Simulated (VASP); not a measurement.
Runs of VASP 6.6.1 on CaSe. The structure is that of space group Pm-3m (No. 221), or close to it. The cells are those of the table. 

```csv
task,level,spin,cell,k mesh,cutoff (eV),smearing,grid for exact exchange (PRECFOCK),share of exact exchange,screening parameter,gap on the mesh (eV),pressure (GPa)
single point,PBE0,off,"a = 3.635 Å, 2 atoms",6 × 6 × 6,520,gaussian 0.01 eV,Normal,0.25,-,(a),0.1
single point,HSE06,off,"a = 3.644 Å, 2 atoms",4 × 4 × 4,520,fermi-dirac 0.02 eV,Normal,0.25,0.2079 1/Å,(b),0.0
dielectric tensor,PBE,off,"a = 3.635 Å, 2 atoms",6 × 6 × 6,520,gaussian 0.01 eV,-,-,-,0.76,-
dielectric tensor,r2SCAN,off,"a = 3.635 Å, 2 atoms",6 × 6 × 6,520,gaussian 0.01 eV,-,-,-,1.24,-
single point,PBE,"non-collinear, zero start, SOC","a = 3.635 Å, 2 atoms",8 × 8 × 8,520,fermi-dirac 0.02 eV,-,-,-,-,0.8
relaxation of cell and atoms,r2SCAN,off,"relaxed from a = 3.651 Å, 2 atoms",6 × 6 × 6,600,fermi-dirac 0.02 eV,-,-,-,1.24,0.0
```

Alike in all rows: potentials or basis VASP PAW PBE potentials, release 64 (Ca_sv, Se).

Question: Fill in the values left out.

Answer: (a) 2.24; (b) 1.55.

Caveats: some runs use coarse meshes; the structure was generated, so it needn't be the stable form of CaSe; the PAW data sets were made with another functional, which shifts forces and pressure a little (at least some runs); semilocal functionals underestimate gaps, and a narrow one can read as zero (at least some runs).

A k mesh can miss the band edges, and rows without SOC leave out spin-orbit coupling on Se.
